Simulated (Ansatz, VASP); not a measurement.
**Zn: VASP beside Ansatz**

File INCAR:

```
PREC = Accurate
ENCUT = 520
EDIFF = 1E-6
ISMEAR = 0
SIGMA = 0.15
LREAL = False
LASPH = True
NELM = 100
ALGO = Fast
ISIF = 2
LWAVE = False
LCHARG = True
GGA = PE
LELF = True
LVHAR = True
NBANDS = 19
```

Contents of KPOINTS:

```
regular mesh
0
Gamma
  24 24 10
```

Contents of POSCAR:

```
Zn
1.0
    2.8779818974      0.0000000000      0.0000000000
   -1.4389909487      2.4924054348      0.0000000000
    0.0000000000      0.0000000000      4.9467000000
Zn
2
Direct
    0.3333333333      0.6666666667      0.2500000000
    0.6666666667      0.3333333333      0.7500000000
```

Input for Ansatz:

```yaml
crystal:
  lattice:
    - [2.8779818974, 0.0, 0.0]
    - [-1.4389909487, 2.4924054348, 0.0]
    - [0.0, 0.0, 4.9467]
  atoms:
    - { symbol: Zn, position: [0.3333333333, 0.6666666667, 0.25] }
    - { symbol: Zn, position: [0.6666666667, 0.3333333333, 0.75] }
basis:
  ecutwfc: 420
kpoints:
  mp_grid: { grid: [24, 24, 10] }
hamiltonian:
  xc: pbe
scf:
  occupations: { method: gaussian, width: 0.15 }
output:
  forces: true
  stress: true
  eigenvalues: true
```

Change from the starting cell: strain +0.080 along x and y, +0.000 along z, atoms carried along.

Alike in both runs: task single point; functional PBE; k mesh 24 × 24 × 10; occupations gaussian, width 0.15 eV; no spin polarisation.

|  | VASP | Ansatz |
| --- | --- | --- |
| version | VASP 6.6.1 | Ansatz 0.2.0 |
| potentials or method | VASP PAW PBE potentials, release 64 (Zn), cutoff 520 eV | scalar-relativistic, plane waves, PAW |
| valence electrons in the cell | 24 | 24 |

VASP gave:

```
gap on the k mesh at the Fermi level (eV)                     : none
pressure (GPa)                                                : -7.3
traceless stress, the component that is largest in VASP (GPa) : 1.23
```

Q: Which values does Ansatz return?

A: gap on the k mesh at the Fermi level (eV): none; pressure (GPa): -7.6; traceless stress, the component that is largest in VASP (GPa): 1.27.

A gap of «none» marks a metal or a gap that the smearing closes. With one functional, cell and mesh, what is left measures potentials, basis and numerics.
